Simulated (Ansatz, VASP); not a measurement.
## Two plane-wave programs on LiGeN

```xyz
6
Lattice="3.1427 0.0000 0.0000 -1.5713 2.7217 0.0000 0.0000 0.0000 9.2407" Properties=species:S:1:pos:R:3 pbc="T T T"
Li    1.5713    0.9072    6.8593
Li    0.0000    1.8144    2.2390
Ge    0.0000    0.0000    4.6197
Ge    0.0000    0.0000    9.2400
N     0.0000    1.8144    5.5667
N     1.5713    0.9072    0.9464
```

Change from the starting cell: epitaxial_xy strain +5.2%.

Alike in both runs: task single point; functional r2SCAN; k mesh 12 × 12 × 4; no spin polarisation.

|  | VASP | Ansatz |
| --- | --- | --- |
| version | VASP 6.6.1 | Ansatz 0.2.0 |
| potentials or method | VASP PAW PBE potentials, release 64 (Li_sv, Ge_d, N) | plane waves, PAW |
| plane-wave cutoff (eV) | 520 | 500 |
| occupations | gaussian, width 0.01 eV | fixed |
| valence electrons in the cell | 44 | 44 |

VASP gave:

- gap on the k mesh at the Fermi level (eV): 1.38
- rms of the force components (eV/Å): 0.031

Estimate Ansatz's values.

gap on the k mesh at the Fermi level (eV): 1.37; rms of the force components (eV/Å): 0.002.

VASP's potentials were made for PBE, not for r2SCAN. Atom by atom the forces differ by 0.030 eV/Å (rms over components).

Noted on VASP's run: the cutoff is under 1.25 times that of the potentials, so the pressure is a little rough.
